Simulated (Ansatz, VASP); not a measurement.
**MgH2: VASP beside Ansatz**

Contents of INCAR:

```
SYSTEM = MgH2
PREC = Accurate ; ENCUT = 600
EDIFF = 1E-7 ; ISMEAR = 0
SIGMA = 0.15 ; LREAL = .False.
LASPH = .True. ; NELM = 120
ALGO = Normal ; ISIF = 3
LWAVE = .False. ; LCHARG = .False.
GGA = PE ; IBRION = 2
NSW = 36 ; EDIFFG = -0.08
GGA_COMPAT = .False. ; NELMIN = 4
```

The input KPOINTS:

```
Automatic mesh
0
Gamma
  5 5 3
  0 0 0
```

The input POSCAR:

```
MgH2
1.0
    2.9053677300      0.0000000000      0.0000000000
   -1.4526838600      2.5161222600      0.0000000000
    0.0000000000      0.0000000000      4.2584140500
Mg H
1 2
Direct
    0.0000000000      0.0000000000      0.0000000000
    0.0000000000      0.0000000000      0.6581086900
    0.0000000000      0.0000000000      0.3418913100
```

Input for Ansatz:

```yaml
crystal:
  lattice:
    - [2.90536773, 0.0, 0.0]
    - [-1.45268386, 2.51612226, 0.0]
    - [0.0, 0.0, 4.25841405]
  atoms:
    - { symbol: Mg, position: [0.0, 0.0, 0.0] }
    - { symbol: H, position: [0.0, 0.0, 0.65810869] }
    - { symbol: H, position: [0.0, 0.0, 0.34189131] }
basis:
  ecutwfc: 420
kpoints:
  mp_grid: { grid: [5, 5, 3] }
hamiltonian:
  xc: pbe
scf:
  occupations: { method: gaussian, width: 0.15 }
  lower_state_search: "off"
output:
  forces: true
  stress: true
  eigenvalues: true
relax:
  adjacent_minimum: "off"
  f_tol: 0.08
  max_steps: 16
  cell: { stress_tol: 0.8 }
```

Alike in both runs: task relaxation of cell and atoms; functional PBE; k mesh 5 × 5 × 3; occupations gaussian, width 0.15 eV; no spin polarisation.

```csv
,VASP,Ansatz
version,VASP 6.6.1,Ansatz 0.2.0
potentials or method,"VASP PAW PBE potentials, release 64 (Mg, H), cutoff 600 eV","scalar-relativistic, plane waves, PAW"
valence electrons in the cell,4,12
```

```tsv
	VASP	Ansatz	Ansatz less VASP
gap on the k mesh at the Fermi level, each at its own relaxed structure (eV)	none	none	-
relaxed volume (Å³/atom)	16.14	16.68	+0.535
relaxed cell length with the largest relative difference (Å)	5.945	6.213	+0.2687
```

A gap of «none» marks a metal or a gap that the smearing closes. VASP's potentials hold 4 valence electrons a cell and Ansatz's 12, so a difference there can come from the potentials and not from the codes.

The k mesh is coarse, so the values compare programs but aren't converged. Noted on VASP's run: the volume moved by over 15 % at a fixed basis, so the end points are rough.
